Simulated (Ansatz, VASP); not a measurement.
**One calculation of AlNi, two programs**

```
Al Ni
1.0
     2.36437   -1.36564   -0.05478
     2.36446    1.36578   -0.05460
    -1.48631    0.00023    3.93874
Al Ni
1 1
Direct
  0.00001 0.99999 0.00000
  0.49999 0.50001 0.50000
```

Change from the starting cell: cell sheared at random, sigma 0.01, atoms nudged by 0.01 Å; relaxed back.

Alike in both runs: functional PBE; k mesh 15 × 15 × 14; occupations gaussian, width 0.15 eV; no spin polarisation.

Ansatz relaxed the structure, and its values are those at the end. VASP's run is a single point on that final structure, the one shown.

|  | VASP | Ansatz |
| --- | --- | --- |
| version | VASP 6.6.1 | Ansatz 0.2.0 |
| potentials or method | VASP PAW PBE potentials, release 64 (Al, Ni), cutoff 520 eV | scalar-relativistic, plane waves, PAW |
| valence electrons in the cell | 13 | 21 |

```tsv
	VASP	Ansatz	Ansatz less VASP
gap on the k mesh at the Fermi level (eV)	none	none	-
pressure (GPa)	0.1	0.0	-0.12
```

A gap of «none» marks a metal or a gap that the smearing closes. The functional is the same, so the differences come from potentials, cutoffs and numerics. VASP's potentials hold 13 valence electrons a cell and Ansatz's 21, so a difference there can come from the potentials and not from the codes.
